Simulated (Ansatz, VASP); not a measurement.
# One calculation of Mg, two programs

INCAR

```
SYSTEM = Mg
  PREC = Accurate
  ENCUT = 520
  EDIFF = 1E-6
  ISMEAR = 0
  SIGMA = 0.1
  LREAL = .FALSE.
  LASPH = .TRUE.
  NELM = 60
  ALGO = Fast
  ISIF = 2
  LWAVE = .FALSE.
  LCHARG = .FALSE.
  GGA = PS
  NBANDS = 7
```

File KPOINTS:

```
regular mesh
0
G
  8 8 8
  0 0 0
```

The input POSCAR:

```
Mg
1.0
   -1.7727644967      1.7727644967      1.7727644967
    1.7727644967     -1.7727644967      1.7727644967
    1.7727644967      1.7727644967     -1.7727644967
Mg
1
Direct
    0.0000000000      0.0000000000      0.0000000000
```

Input for Ansatz:

```yaml
crystal:
  lattice:
    - [-1.7727644967, 1.7727644967, 1.7727644967]
    - [1.7727644967, -1.7727644967, 1.7727644967]
    - [1.7727644967, 1.7727644967, -1.7727644967]
  atoms:
    - { symbol: Mg, position: [0.0, 0.0, 0.0] }
basis:
  ecutwfc: 420
kpoints:
  mp_grid: { grid: [8, 8, 8] }
hamiltonian:
  xc: pbesol
scf:
  occupations: { method: gaussian, width: 0.1 }
output:
  forces: true
  stress: true
  eigenvalues: true
```

Alike in both runs: task single point; functional PBEsol; k mesh 8 × 8 × 8; occupations gaussian, width 0.1 eV; no spin polarisation.

|  | VASP | Ansatz |
| --- | --- | --- |
| version | VASP 6.6.1 | Ansatz 0.2.0 |
| potentials or method | VASP PAW PBE potentials, release 64 (Mg), cutoff 520 eV | scalar-relativistic, plane waves, PAW |
| valence electrons in the cell | 2 | 10 |

Ansatz gave:

| Item | Value |
| --- | --- |
| gap on the k mesh at the Fermi level (eV) | none |
| pressure (GPa) | 0.2 |

Task: Which values does VASP return?

Result: gap on the k mesh at the Fermi level (eV): none; pressure (GPa): 0.1.

VASP's potentials were made for PBE, not for PBEsol. A gap of «none» marks a metal or a gap that the smearing closes. VASP's potentials hold 2 valence electrons a cell and Ansatz's 10, so a difference there can come from the potentials and not from the codes.
